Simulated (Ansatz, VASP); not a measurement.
One calculation of Na, two programs

The input INCAR:

```
SYSTEM = Na
  PREC = Accurate
  ENCUT = 520
  EDIFF = 1E-6
  ISMEAR = -1
  SIGMA = 0.05
  LREAL = .False.
  LASPH = .True.
  NELM = 80
  ALGO = Normal
  ISIF = 2
  LWAVE = .False.
  LCHARG = .False.
  GGA = PE
  NBANDS = 18
```

Contents of KPOINTS:

```
regular mesh
0
Gamma
  8 8 3
  0 0 0
```

The input POSCAR:

```
Na
1.0
    3.1313959374     -1.8186525781      0.0000000000
    3.1313959374      1.8186525781      0.0000000000
   -2.1300628118      0.0000000000      9.1736781062
Na
3
Direct
    0.7775850000      0.7775850000      0.3333240000
    0.2224150000      0.2224150000      0.6666760000
    0.0000000000      0.0000000000      0.0000000000
```

File input.yaml:

```yaml
crystal:
  lattice:
    - [3.1313959374, -1.8186525781, 0.0]
    - [3.1313959374, 1.8186525781, 0.0]
    - [-2.1300628118, 0.0, 9.1736781062]
  atoms:
    - { symbol: Na, position: [0.777585, 0.777585, 0.333324] }
    - { symbol: Na, position: [0.222415, 0.222415, 0.666676] }
    - { symbol: Na, position: [0.0, 0.0, 0.0] }
hamiltonian:
  xc: pbe
  pseudopotentials: { kind: paw }
kpoints:
  mp_grid: { grid: [8, 8, 3] }
scf:
  occupations: { method: fermi_dirac, width: 0.05 }
output:
  forces: true
  stress: true
  eigenvalues: true
```

Alike in both runs: task single point; functional PBE; k mesh 8 × 8 × 3; occupations fermi-dirac, width 0.05 eV; no spin polarisation.

```csv
,VASP,Ansatz
version,VASP 6.6.1,Ansatz 0.2.0
potentials or method,"VASP PAW PBE potentials, release 64 (Na_pv)",Ansatz PAW
plane-wave cutoff (eV),520,420
valence electrons in the cell,21,27
```

Ansatz gave:

```
gap on the k mesh at the Fermi level (eV)                     : none
pressure (GPa)                                                : 0.6
traceless stress, the component that is largest in VASP (GPa) : -0.41
```

Question: Which values does VASP return?

Answer: gap on the k mesh at the Fermi level (eV): none; pressure (GPa): 0.5; traceless stress, the component that is largest in VASP (GPa): -0.41.

A gap of «none» marks a metal or a gap that the smearing closes. VASP's potentials hold 21 valence electrons a cell and Ansatz's 27, so a difference there can come from the potentials and not from the codes.
